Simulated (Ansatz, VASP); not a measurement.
**One calculation of BaTe, two programs**

```
CELL_PARAMETERS angstrom
0.00000 3.91416 3.91416
3.91416 0.00000 3.91416
3.91416 3.91416 0.00000
ATOMIC_POSITIONS crystal
Ba 0.00000 0.00000 0.00000
Te 0.25000 0.25000 0.25000
```

Alike in both runs: task single point; functional PBE; k mesh 4 × 4 × 4; non-collinear spin, spin-orbit coupling.

|  | VASP | Ansatz |
| --- | --- | --- |
| version | VASP 6.6.1 | Ansatz 0.2.0 |
| potentials or method | VASP PAW PBE potentials, release 64 (Ba_sv, Te) | plane waves, PAW |
| plane-wave cutoff (eV) | 520 | 420 |
| occupations | gaussian, width 0.01 eV | fixed |
| valence electrons in the cell | 16 | 26 |

```tsv
	VASP	Ansatz	Ansatz less VASP
net moment per atom (μB)	0.00	0.00	0.000
```

VASP's potentials hold 16 valence electrons a cell and Ansatz's 26, so a difference there can come from the potentials and not from the codes. Ansatz's warnings: optics gap not shown off mesh.
